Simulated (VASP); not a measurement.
## HgTe (Coloradoite): single point with PBEsol

Crystal: HgTe (Coloradoite).

```
Hg Te
1.0
     0.00000    3.21450    3.21450
     3.21450    0.00000    3.21450
     3.21450    3.21450    0.00000
Hg Te
1 1
Direct
  0.00000 0.00000 0.00000
  0.25000 0.25000 0.25000
```

- Program: VASP 6.6.1
- Task: single point
- Functional: PBEsol
- Potentials or basis: VASP PAW PBE potentials, release 64 (Hg, Te)
- Cutoff: 520 eV
- k mesh: 6 × 6 × 6
- Occupations: gaussian, width 0.05 eV
- Spin: no spin polarisation

- Pressure: 1.9 GPa
- Band gap on the k mesh: zero (filled and empty bands touch)

Levels at points of the mesh, in eV from the Fermi level:
| k point | band 7 | band 8 | band 9 | band 10 | band 11 | band 12 |
| --- | --- | --- | --- | --- | --- | --- |
| (0.00, 0.00, 0.00) | -0.78 | -0.02 | -0.02 | -0.02 | 4.13 | 4.13 |
| (0.50, 0.00, 0.00) | -5.67 | -1.04 | -1.04 | 0.62 | 4.94 | 4.94 |
| (0.50, 0.50, 0.00) | -5.58 | -2.38 | -2.38 | 1.81 | 2.32 | 8.15 |

Wall time 34 s on 1 thread of Intel(R) Xeon(R) Platinum 8259CL CPU @ 2.50GHz (Skylake/Cascade Lake) (shared host), peak memory 0.2 GiB.

Caveat: the PAW data sets were made with another functional, which shifts forces and pressure a little; spin-orbit coupling is left out, which moves the levels of the heavy elements.
